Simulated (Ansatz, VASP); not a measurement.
**Y: VASP beside Ansatz**

File INCAR:

```
PREC = Accurate
ENCUT = 520
EDIFF = 1E-7
ISMEAR = -1
SIGMA = 0.05
LREAL = False
LASPH = True
NELM = 80
ALGO = Fast
ISIF = 2
LWAVE = False
LCHARG = True
GGA = PS
LELF = True
LVHAR = True
NBANDS = 30
```

The input KPOINTS:

```
Automatic mesh
0
Gamma
  8 8 3
```

File POSCAR:

```
Y
1.0
    3.6425441402      0.0000000000      0.0000000000
   -1.8212720701      3.1545357598      0.0000000000
    0.0000000000      0.0000000000     11.8441303500
Y
4
Direct
    0.6666666667      0.3333333333      0.7500000000
    0.0000000000      0.0000000000      0.5000000000
    0.3333333333      0.6666666667      0.2500000000
    0.0000000000      0.0000000000      0.0000000000
```

File input.yaml:

```yaml
crystal:
  lattice:
    - [3.6425441402, 0.0, 0.0]
    - [-1.8212720701, 3.1545357598, 0.0]
    - [0.0, 0.0, 11.84413035]
  atoms:
    - { symbol: "Y", position: [0.6666666667, 0.3333333333, 0.75] }
    - { symbol: "Y", position: [0.0, 0.0, 0.5] }
    - { symbol: "Y", position: [0.3333333333, 0.6666666667, 0.25] }
    - { symbol: "Y", position: [0.0, 0.0, 0.0] }
kpoints:
  mp_grid: { grid: [8, 8, 3] }
scf:
  occupations: { method: fermi_dirac, width: 0.05 }
hamiltonian:
  xc: pbesol
  pseudopotentials: { kind: all_electron, lapw: { basis_error: 0.001 } }
output:
  forces: true
  stress: true
  eigenvalues: true
  populations: true
```

Alike in both runs: task single point; functional PBEsol; k mesh 8 × 8 × 3; occupations fermi-dirac, width 0.05 eV; no spin polarisation.

|  | VASP | Ansatz |
| --- | --- | --- |
| version | VASP 6.6.1 | Ansatz 0.2.0 |
| potentials or method | VASP PAW PBE potentials, release 64 (Y_sv), cutoff 520 eV | all-electron LAPW, scalar-relativistic |

|  | VASP | Ansatz | Ansatz less VASP |
| --- | --- | --- | --- |
| gap on the k mesh at the Fermi level (eV) | none | none | - |
| pressure (GPa) | -3.6 | -3.5 | +0.09 |
| traceless stress, the component that is largest in VASP (GPa) | -0.37 | -0.37 | -0.004 |

VASP's potentials were made for PBE, not for PBEsol. A gap of «none» marks a metal or a gap that the smearing closes. Ansatz ran all-electron here, and VASP with PAW potentials.
